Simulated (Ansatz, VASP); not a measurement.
**BAs: VASP beside Ansatz**

Contents of INCAR:

```
SYSTEM = BAs
ALGO = Normal
EDIFF = 1E-6
EDIFFG = -0.02
ENCUT = 600
GGA = PE
IBRION = 2
ISIF = 3
ISMEAR = -1
LASPH = .TRUE.
LCHARG = .FALSE.
LREAL = .FALSE.
LWAVE = .FALSE.
NELM = 100
NSW = 80
PREC = Accurate
SIGMA = 0.05
```

The input KPOINTS:

```
k-points
0
G
  7 7 7
  0 0 0
```

Contents of POSCAR:

```
BAs
1.0
    0.0000000000      2.3885000000      2.3885000000
    2.3885000000      0.0000000000      2.3885000000
    2.3885000000      2.3885000000      0.0000000000
As B
1 1
Direct
    0.7500000000      0.7500000000      0.7500000000
    0.0000000000      0.0000000000      0.0000000000
```

The input input.yaml:

```yaml
crystal:
  lattice:
    - [0.0, 2.3885, 2.3885]
    - [2.3885, 0.0, 2.3885]
    - [2.3885, 2.3885, 0.0]
  atoms:
    - { symbol: As, position: [0.75, 0.75, 0.75] }
    - { symbol: B, position: [0.0, 0.0, 0.0] }
kpoints:
  mp_grid: { grid: [7, 7, 7] }
scf:
  occupations: { method: fermi_dirac, width: 0.05 }
hamiltonian:
  xc: pbe
  pseudopotentials: { kind: all_electron, lapw: { basis_error: 0.001 } }
output:
  forces: true
  stress: true
relax:
  f_tol: 0.02
  max_steps: 60
  cell: {}
```

Alike in both runs: task relaxation of cell and atoms; functional PBE; k mesh 7 × 7 × 7; occupations fermi-dirac, width 0.05 eV; no spin polarisation.

|  | VASP | Ansatz |
| --- | --- | --- |
| version | VASP 6.6.1 | Ansatz 0.2.0 |
| potentials or method | VASP PAW PBE potentials, release 64 (As, B), cutoff 600 eV | all-electron LAPW, scalar-relativistic |

|  | VASP | Ansatz | Ansatz less VASP |
| --- | --- | --- | --- |
| relaxed volume (Å³/atom) | 13.97 | 13.90 | -0.067 |
| relaxed cell length with the largest relative difference (Å) | 3.406 | 3.400 | -0.0055 |

Ansatz ran all-electron here, and VASP with PAW potentials.
